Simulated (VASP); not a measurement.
Here is a VASP 6.6.1 calculation.

The input POSCAR:

```
AlN
1.0
    0.0000000000      2.1848764125      2.2722714690
    2.1848764125      0.0000000000      2.2722714690
    2.1848764125      2.1848764125      0.0000000000
Al N
1 1
Direct
    0.0000000000      0.0000000000      0.0000000000
    0.2500000000      0.2500000000      0.2500000000
```

The input INCAR.step1:

```
PREC = Accurate ; ENCUT = 520
EDIFF = 1E-5 ; ISMEAR = 0
SIGMA = 0.01 ; LREAL = F
LASPH = T ; NELM = 100
ALGO = Normal ; ISIF = 2
LWAVE = T ; NBANDS = 11
GGA = PE
```

File INCAR.step2:

```
PREC = Accurate ; ENCUT = 520
EDIFF = 1E-6 ; ISMEAR = 0
SIGMA = 0.01 ; LREAL = F
LASPH = T ; NELM = 100
ALGO = Normal ; ISIF = 2
LWAVE = F ; LCHARG = T
GGA = PE ; LHFCALC = T
HFSCREEN = 0.2079 ; PRECFOCK = Normal
LELF = T ; LVHAR = T
NBANDS = 11 ; ISTART = 1
```

File KPOINTS:

```
regular mesh
0
Gamma
  8 8 8
```

Potentials or basis: VASP PAW PBE potentials, release 64 (Al, N).

Launch:

```sh
$ cat potpaw_PBE.64/Al/POTCAR potpaw_PBE.64/N/POTCAR > POTCAR
$ cp INCAR.step1 INCAR
$ mpirun -np 1 vasp_std > vasp.out
$ cp INCAR.step2 INCAR
$ mpirun -np 1 vasp_std > vasp.out
```

(1) Predict the pressure.

(2) What does it give for the band gap on the k mesh?

## Answers

(1) -8.6 GPa.

(2) 4.40 eV (least direct gap 5.09 eV).

Caveat: the cell differs from its parent crystal (uniaxial z strain +4.0%); the stress differs along the axes, from -13 to -6 GPa; the structure was generated, so it needn't be the stable form of AlN; the PAW data sets were made with another functional, which shifts forces and pressure a little.
